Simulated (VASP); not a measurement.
# Cs2AgBiBr6 (Fm-3m) in VASP: notebook

Runs on Cs2AgBiBr6. Level: PBEsol. Tasks: single point, relaxation of cell and atoms.

Everything below comes from runs of VASP 6.6.1. Logs are shortened: lines on timing, memory, paths and dates and some standing lists are left out, and cuts for length are marked.

## 1. The cell of the first run

It takes space group Fm-3m (No. 225, cubic). The conventional cell has a = 11.187 Å, b = 11.187 Å, c = 11.187 Å, α = 90.00°, β = 90.00°, γ = 90.00°. Cs (site symmetry -43m) has 12 Br at 3.96 Å and 4 Ag at 4.84 Å and 4 Bi at 4.84 Å within 5.2 Å. Ag (site symmetry m-3m) has 6 Br at 2.75 Å within 3.6 Å. Within 3.7 Å of Bi (site symmetry m-3m) lie 6 Br at 2.84 Å. Br (site symmetry 4mm) has 1 Ag at 2.75 Å and 1 Bi at 2.84 Å within 3.6 Å.

## 2. Single point, PBEsol

The input, INCAR:

```
PREC = Accurate
ENCUT = 520
EDIFF = 1E-6
ISMEAR = 0
SIGMA = 0.02
LREAL = F
LASPH = T
NELM = 100
ALGO = Normal
ISIF = 2
LWAVE = F
LCHARG = T
GGA = PS
LELF = T
LVHAR = T
NBANDS = 54
```

The input, KPOINTS:

```
regular mesh
0
Gamma
  4 4 4
```

The input, POSCAR:

```
Cs2AgBiBr6
1.0
    0.0000000000      5.5936885812      5.5936885812
    5.5936885812      0.0000000000      5.5936885812
    5.5936885812      5.5936885812      0.0000000000
Cs Ag Bi Br
2 1 1 6
Direct
    0.2500000000      0.2500000000      0.2500000000
    0.7500000000      0.7500000000      0.7500000000
    0.5000000000      0.5000000000      0.5000000000
    0.0000000000      0.0000000000      0.0000000000
    0.2539142909      0.7460857091      0.2539142909
    0.2539142909      0.7460857091      0.7460857091
    0.7460857091      0.2539142909      0.7460857091
    0.7460857091      0.2539142909      0.2539142909
    0.2539142909      0.2539142909      0.7460857091
    0.7460857091      0.7460857091      0.2539142909
```

Potentials or basis: VASP PAW PBE potentials, release 64 (Cs_sv, Ag, Bi_d, Br).

On the command line:

```bash
cat potpaw_PBE.64/Cs_sv/POTCAR potpaw_PBE.64/Ag/POTCAR potpaw_PBE.64/Bi_d/POTCAR potpaw_PBE.64/Br/POTCAR > POTCAR
mpirun -np 1 vasp_std > vasp.out
```

OUTCAR:

```text
PREC = Accurate
   ENCUT = 520
   EDIFF = 1E-6
   ISMEAR = 0
   LREAL = F
   LASPH = T
   NELM = 100
   ISIF = 2
   GGA = PS

 ion  position               nearest neighbor table
   1  0.250  0.250  0.250-
   2  0.750  0.750  0.750-
   3  0.500  0.500  0.500-   5 2.75   6 2.75   7 2.75   8 2.75   9 2.75  10 2.75
   4  0.000  0.000  0.000-   5 2.84   6 2.84   7 2.84   8 2.84   9 2.84  10 2.84
   5  0.254  0.746  0.254-   3 2.75   4 2.84
   6  0.254  0.746  0.746-   3 2.75   4 2.84
   7  0.746  0.254  0.746-   3 2.75   4 2.84
   8  0.746  0.254  0.254-   3 2.75   4 2.84
   9  0.254  0.254  0.746-   3 2.75   4 2.84
  10  0.746  0.746  0.254-   3 2.75   4 2.84

  LATTYP: Found a face centered cubic cell.
 ALAT       =    11.1873771624

  Lattice vectors:

 A1 = (   0.0000000000,   5.5936885812,   5.5936885812)
 A2 = (   5.5936885812,   0.0000000000,   5.5936885812)
 A3 = (   5.5936885812,   5.5936885812,   0.0000000000)

Analysis of symmetry for initial positions (statically):
=====================================================================
 Subroutine PRICEL returns:
 Original cell was already a primitive cell.

 Routine SETGRP: Setting up the symmetry group for a
 face centered cubic supercell.

 Subroutine GETGRP returns: Found 48 space group operations
 (whereof 48 operations were pure point group operations)
 out of a pool of 48 trial point group operations.

The static configuration has the point symmetry O_h .

Analysis of symmetry for dynamics (positions and initial velocities):
=====================================================================
 Subroutine PRICEL returns:
 Original cell was already a primitive cell.

 Routine SETGRP: Setting up the symmetry group for a
 face centered cubic supercell.

 Subroutine GETGRP returns: Found 48 space group operations
 (whereof 48 operations were pure point group operations)
 out of a pool of 48 trial point group operations.

The dynamic configuration has the point symmetry O_h .

 Subroutine INISYM returns: Found 48 space group operations
 (whereof 48 operations are pure point group operations),
 and found     1 'primitive' translations

----------------------------------------------------------------------------------------

                                     Primitive cell

  volume of cell :     350.0458

  direct lattice vectors                    reciprocal lattice vectors
     0.000000000  5.593688581  5.593688581    -0.089386456  0.089386456  0.089386456
     5.593688581  0.000000000  5.593688581     0.089386456 -0.089386456  0.089386456
     5.593688581  5.593688581  0.000000000     0.089386456  0.089386456 -0.089386456

  length of vectors
     7.910670255  7.910670255  7.910670255     0.154821884  0.154821884  0.154821884

  position of ions in fractional coordinates (direct lattice)
     0.250000000  0.250000000  0.250000000
     0.750000000  0.750000000  0.750000000
     0.500000000  0.500000000  0.500000000
     0.000000000  0.000000000  0.000000000
     0.253914291  0.746085709  0.253914291
     0.253914291  0.746085709  0.746085709
     0.746085709  0.253914291  0.746085709
     0.746085709  0.253914291  0.253914291
     0.253914291  0.253914291  0.746085709
     0.746085709  0.746085709  0.253914291

  ion indices of the primitive-cell ions
   primitive index   ion index
                 1           1
                 2           2
                 3           3
                 4           4
                 5           5
                 6           6
                 7           7
                 8           8
                 9           9
                10          10

----------------------------------------------------------------------------------------

 KPOINTS: regular mesh

Automatic generation of k-mesh.
 Grid dimensions read from file:
 generate k-points for:    4    4    4

 Generating k-lattice:

  Cartesian coordinates                     Fractional coordinates (reciprocal lattice)
    -0.022346614  0.022346614  0.022346614     0.250000000  0.000000000  0.000000000
     0.022346614 -0.022346614  0.022346614     0.000000000  0.250000000  0.000000000
     0.022346614  0.022346614 -0.022346614     0.000000000  0.000000000  0.250000000

  Length of vectors
     0.038705471  0.038705471  0.038705471

  Shift w.r.t. Gamma in fractional coordinates (k-lattice)
     0.000000000  0.000000000  0.000000000

 Subroutine IBZKPT returns following result:
 ===========================================

 Found      8 irreducible k-points:

 Following reciprocal coordinates:
            Coordinates               Weight
  0.000000  0.000000  0.000000      1.000000
  0.250000  0.000000  0.000000      8.000000
  0.500000  0.000000  0.000000      4.000000
  0.250000  0.250000  0.000000      6.000000
  0.500000  0.250000  0.000000     24.000000
 -0.250000  0.250000  0.000000     12.000000
  0.500000  0.500000  0.000000      3.000000
 -0.250000  0.500000  0.250000      6.000000
[... 66 lines left out ...]

 E-fermi :   1.5549     XC(G=0):  -8.4210

 val. band max:        1.4415081339   @ k =   0.5000   0.5000   0.0000
 cond. band min:       2.5393249984   @ k =   0.5000   0.0000   0.0000
 fundamental gap:      1.0978168645
 Fermi energy:         1.5548913489

 k-point     1 :       0.0000    0.0000    0.0000
  band No.  band energies     occupation
      1     -21.6543      2.00000
      2     -21.6543      2.00000
      3     -21.6166      2.00000
      4     -21.6166      2.00000
      5     -21.6166      2.00000
      6     -19.3376      2.00000
[... 46 lines left out ...]
     53       6.6736      0.00000
     54       6.6736      0.00000

 k-point     2 :       0.2500    0.0000    0.0000
  band No.  band energies     occupation
      1     -21.6543      2.00000
      2     -21.6543      2.00000
      3     -21.6166      2.00000
      4     -21.6166      2.00000
      5     -21.6166      2.00000
      6     -19.3363      2.00000
[... 46 lines left out ...]
     53       6.9884      0.00000
     54       7.0584      0.00000

 k-point     3 :       0.5000    0.0000    0.0000
  band No.  band energies     occupation
      1     -21.6543      2.00000
      2     -21.6543      2.00000
      3     -21.6166      2.00000
      4     -21.6166      2.00000
      5     -21.6166      2.00000
      6     -19.3336      2.00000
[... 46 lines left out ...]
     53       7.5765      0.00000
     54       7.7002      0.00000

 k-point     4 :       0.2500    0.2500    0.0000
  band No.  band energies     occupation
      1     -21.6543      2.00000
      2     -21.6543      2.00000
      3     -21.6166      2.00000
      4     -21.6166      2.00000
      5     -21.6166      2.00000
      6     -19.3361      2.00000
[... 46 lines left out ...]
     53       7.1613      0.00000
     54       7.1614      0.00000

 k-point     5 :       0.5000    0.2500    0.0000
  band No.  band energies     occupation
      1     -21.6543      2.00000
      2     -21.6543      2.00000
      3     -21.6166      2.00000
      4     -21.6166      2.00000
      5     -21.6166      2.00000
      6     -19.3343      2.00000
[... 46 lines left out ...]
     53       7.4349      0.00000
     54       7.4489      0.00000

 k-point     6 :      -0.2500    0.2500    0.0000
  band No.  band energies     occupation
      1     -21.6543      2.00000
      2     -21.6543      2.00000
      3     -21.6166      2.00000
      4     -21.6166      2.00000
      5     -21.6166      2.00000
      6     -19.3348      2.00000
[... 46 lines left out ...]
     53       7.4110      0.00000
     54       7.4835      0.00000

 k-point     7 :       0.5000    0.5000    0.0000
  band No.  band energies     occupation
      1     -21.6543      2.00000
      2     -21.6543      2.00000
      3     -21.6166      2.00000
      4     -21.6166      2.00000
      5     -21.6166      2.00000
      6     -19.3346      2.00000
[... 46 lines left out ...]
     53       7.6144      0.00000
     54       7.9776      0.00000

 k-point     8 :      -0.2500    0.5000    0.2500
  band No.  band energies     occupation
      1     -21.6543      2.00000
      2     -21.6543      2.00000
      3     -21.6166      2.00000
      4     -21.6166      2.00000
      5     -21.6166      2.00000
      6     -19.3334      2.00000
[... 46 lines left out ...]
     53       7.3408      0.00000
     54       7.6869      0.00000

------------------------ aborting loop because EDIFF is reached ----------------------------------------

  FORCE on cell =-STRESS in cart. coord.  units (eV):
  Direction    XX          YY          ZZ          XY          YZ          ZX
  --------------------------------------------------------------------------------------
  -------------------------------------------------------------------------------------
  Total        0.0248468      0.0248468      0.0248468     -0.0000000      0.0000000     -0.0000000
  in kB        0.1137253      0.1137253      0.1137253     -0.0000000      0.0000000     -0.0000000
  external PRESSURE =       0.1137253 kB  Pullay stress =       0.0000000 kB

 VOLUME and BASIS-vectors are now :
 -----------------------------------------------------------------------------
  energy-cutoff  :      520.00
  volume of cell :      350.05
      direct lattice vectors                 reciprocal lattice vectors
     0.000000000  5.593688581  5.593688581    -0.089386456  0.089386456  0.089386456
     5.593688581  0.000000000  5.593688581     0.089386456 -0.089386456  0.089386456
     5.593688581  5.593688581  0.000000000     0.089386456  0.089386456 -0.089386456

 POSITION                                       TOTAL-FORCE (eV/Angst)
 -----------------------------------------------------------------------------------
      2.79684      2.79684      2.79684        -0.000000     -0.000000     -0.000000
      8.39053      8.39053      8.39053        -0.000000     -0.000000     -0.000000
      5.59369      5.59369      5.59369        -0.000000     -0.000000     -0.000000
      0.00000      0.00000      0.00000        -0.000000     -0.000000     -0.000000
      5.59369      2.84063      5.59369        -0.000000      0.006100     -0.000000
      8.34674      5.59369      5.59369        -0.006100     -0.000000     -0.000000
      5.59369      8.34674      5.59369        -0.000000     -0.006100     -0.000000
      2.84063      5.59369      5.59369         0.006100     -0.000000     -0.000000
      5.59369      5.59369      2.84063        -0.000000     -0.000000      0.006100
      5.59369      5.59369      8.34674        -0.000000     -0.000000     -0.006100
 -----------------------------------------------------------------------------------
    total drift:                                0.000000      0.000000      0.000000

  FREE ENERGIE OF THE ION-ELECTRON SYSTEM (eV)
  ---------------------------------------------------
  free  energy   TOTEN  =       -31.8279533584 eV

  energy  without entropy=      -31.8279533584  energy(sigma->0) =      -31.82795336
```

Run time: 1.7 min. Hardware: 1 thread of Intel Xeon 6975P-C (Granite Rapids), shared host; peak memory 0.59 GiB.

Results:

```yaml
Free_energy: -31.8280 eV
Pressure: 0.0 GPa
Largest_force: 0.006 eV/Å
Band_gap_on_the_k_mesh: 1.10 eV, indirect (least direct gap 2.33 eV)
```

Forces on the atoms (eV/Å):
```
Cs   0.000  0.000  0.000
Cs   0.000  0.000  0.000
Ag   0.000  0.000  0.000
Bi   0.000  0.000  0.000
Br   0.000  0.006  0.000
Br  -0.006  0.000  0.000
Br   0.000 -0.006  0.000
Br   0.006  0.000  0.000
Br   0.000  0.000  0.006
Br   0.000  0.000 -0.006
```

Caveat: the PAW data sets were made with another functional, which shifts forces and pressure a little; spin-orbit coupling is left out, which moves the levels of the heavy elements.

## 3. Relaxation of cell and atoms, PBEsol

This run uses another cell than the first one, of 35.43 Å³/atom, 1.012 times its volume.

The input, INCAR:

```
SYSTEM = Cs2AgBiBr6
  PREC = Accurate
  ENCUT = 600
  EDIFF = 1E-6
  ISMEAR = 0
  SIGMA = 0.02
  LREAL = .False.
  LASPH = .True.
  NELM = 100
  ALGO = Normal
  ISIF = 3
  LWAVE = .False.
  LCHARG = .False.
  GGA = PS
  IBRION = 2
  NSW = 100
  EDIFFG = -0.005
```

The input, KPOINTS:

```
regular mesh
0
Gamma
  4 4 4
  0 0 0
```

The input, POSCAR:

```
Cs2AgBiBr6
1.0
    0.0000000000      5.6161000000      5.6161000000
    5.6161000000      0.0000000000      5.6161000000
    5.6161000000      5.6161000000      0.0000000000
Cs Ag Bi Br
2 1 1 6
Direct
    0.2500000000      0.2500000000      0.2500000000
    0.7500000000      0.7500000000      0.7500000000
    0.5000000000      0.5000000000      0.5000000000
    0.0000000000      0.0000000000      0.0000000000
    0.2505500000      0.7494500000      0.2505500000
    0.2505500000      0.7494500000      0.7494500000
    0.7494500000      0.2505500000      0.7494500000
    0.7494500000      0.2505500000      0.2505500000
    0.2505500000      0.2505500000      0.7494500000
    0.7494500000      0.7494500000      0.2505500000
```

Potentials or basis: VASP PAW PBE potentials, release 64 (Cs_sv, Ag, Bi_d, Br).

On the command line:

```bash
cat potpaw_PBE.64/Cs_sv/POTCAR potpaw_PBE.64/Ag/POTCAR potpaw_PBE.64/Bi_d/POTCAR potpaw_PBE.64/Br/POTCAR > POTCAR
mpirun -np 1 vasp_std > vasp.out
```

Wall time 5.5 min (1 thread of Intel Xeon 6975P-C (Granite Rapids), shared host); peak memory 0.73 GiB.

The run converged. Its results:

- Free energy: -31.8294 eV
- Relaxed volume: 35.00 Å³/atom
- Relaxed cell: a = 7.911 Å, b = 7.911 Å, c = 7.911 Å, α = 60.00°, β = 60.00°, γ = 60.00°
- Space group after relaxing (to 0.05 Å): Fm-3m (No. 225)
- Energy gained by relaxing: 3.6 meV/atom
- Ionic steps: 4
- Pressure after relaxing: 0.0 GPa
- Band gap on the k mesh: 1.10 eV, indirect (least direct gap 2.33 eV)

Step by step:
```
step  energy change (eV)  largest force (eV/Å)  pressure (GPa)  volume (Å³)
   1              0.0000                0.3080           -0.01       354.27
   2             -0.0216                0.1759           -0.14       354.19
   3             -0.0324                0.0026           -0.28       354.09
   4             -0.0359                0.0012            0.02       350.03
```

Final structure:
```xyz
10
Lattice="0.0000 5.5936 5.5936 5.5936 0.0000 5.5936 5.5936 5.5936 0.0000" Properties=species:S:1:pos:R:3 pbc="T T T"
Cs    2.7968    2.7968    2.7968
Cs    8.3904    8.3904    8.3904
Ag    5.5936    5.5936    5.5936
Bi    5.5936    0.0000    5.5936
Br    5.5936    2.8414    5.5936
Br    8.3458    5.5936    5.5936
Br    5.5936    8.3458    5.5936
Br    2.8414    5.5936    5.5936
Br    5.5936    5.5936    2.8414
Br    5.5936    5.5936    8.3458
```

Levels at points of the mesh, in eV from the valence-band top:
| k point | band 41 | band 42 | band 43 | band 44 | band 45 | band 46 |
| --- | --- | --- | --- | --- | --- | --- |
| (0.00, 0.00, 0.00) | -1.25 | -0.63 | -0.63 | 2.06 | 2.06 | 2.06 |
| (0.50, 0.00, 0.00) | -1.54 | -1.26 | -1.26 | 1.10 | 3.52 | 3.52 |
| (0.50, 0.50, 0.00) | -1.27 | -0.64 | 0.00 | 2.58 | 2.58 | 2.95 |

Caveat: the PAW data sets were made with another functional, which shifts forces and pressure a little; spin-orbit coupling is left out, which moves the levels of the heavy elements.

## 4. Single point, PBEsol

This run uses another cell than the first one, of 35.43 Å³/atom, 1.012 times its volume.

The input, INCAR:

```
ALGO = Normal ; EDIFF = 1E-6
ENCUT = 520 ; GGA = PS
ISIF = 2 ; ISMEAR = 0
LASPH = True ; LCHARG = False
LREAL = False ; LWAVE = False
NBANDS = 54 ; NELM = 100
PREC = Accurate ; SIGMA = 0.1
```

The input, KPOINTS:

```
k-points
0
Gamma
  4 4 4
```

POSCAR is that of step 3.

On the command line:

```bash
cat potpaw_PBE.64/Cs_sv/POTCAR potpaw_PBE.64/Ag/POTCAR potpaw_PBE.64/Bi_d/POTCAR potpaw_PBE.64/Br/POTCAR > POTCAR
mpirun -np 1 vasp_std > vasp.out
```

Run time: 91 s. Hardware: 1 thread of Intel Xeon 6975P-C (Granite Rapids), shared host; peak memory 0.59 GiB.

The run converged. Its results:

```
Free energy            : -31.7925 eV
Pressure               : 0.0 GPa
Largest force          : 0.308 eV/Å
Band gap on the k mesh : 1.17 eV, indirect (least direct gap 2.39 eV)
```

Forces on the atoms (eV/Å):
```
Cs   0.000  0.000  0.000
Cs   0.000  0.000  0.000
Ag   0.000  0.000  0.000
Bi   0.000  0.000  0.000
Br   0.000  0.308  0.000
Br  -0.308  0.000  0.000
Br   0.000 -0.308  0.000
Br   0.308  0.000  0.000
Br   0.000  0.000  0.308
Br   0.000  0.000 -0.308
```

Levels at points of the mesh, in eV from the valence-band top:
| k point | band 39 | band 40 | band 41 | band 42 | band 43 | band 44 | band 45 | band 46 | band 47 | band 48 |
| --- | --- | --- | --- | --- | --- | --- | --- | --- | --- | --- |
| (0.00, 0.00, 0.00) | -1.22 | -1.22 | -1.22 | -0.69 | -0.69 | 2.22 | 2.22 | 2.22 | 3.45 | 4.40 |
| (0.50, 0.00, 0.00) | -1.53 | -1.53 | -1.40 | -1.27 | -1.27 | 1.17 | 3.67 | 3.67 | 4.79 | 4.95 |
| (0.50, 0.50, 0.00) | -1.57 | -1.57 | -1.24 | -0.70 | 0.00 | 2.75 | 2.75 | 3.14 | 4.26 | 5.14 |

Caveat: the PAW data sets were made with another functional, which shifts forces and pressure a little; spin-orbit coupling is left out, which moves the levels of the heavy elements.

## 5. The runs side by side

| task | cell | cutoff (eV) | smearing | gap on the mesh (eV) | pressure (GPa) | largest force (eV/Å) |
| --- | --- | --- | --- | --- | --- | --- |
| single point | a = 7.911 Å, angles 60.0°, 10 atoms | 520 | gaussian 0.02 eV | 1.10 | 0.0 | 0.01 |
| relaxation of cell and atoms | relaxed from a = 7.942 Å, angles 60.0°, 10 atoms | 600 | gaussian 0.02 eV | 1.10 | 0.0 | - |
| single point | a = 7.942 Å, angles 60.0°, 10 atoms | 520 | gaussian 0.1 eV | 1.17 | 0.0 | 0.31 |

Alike in all rows: level PBEsol; potentials or basis VASP PAW PBE potentials, release 64 (Cs_sv, Ag, Bi_d, Br); no spin polarisation; k mesh 4 × 4 × 4.

Caveats: the PAW data sets were made with another functional, which shifts forces and pressure a little; spin-orbit coupling is left out, which moves the levels of the heavy elements.

Absolute energies hang on the potentials; compare differences alone.
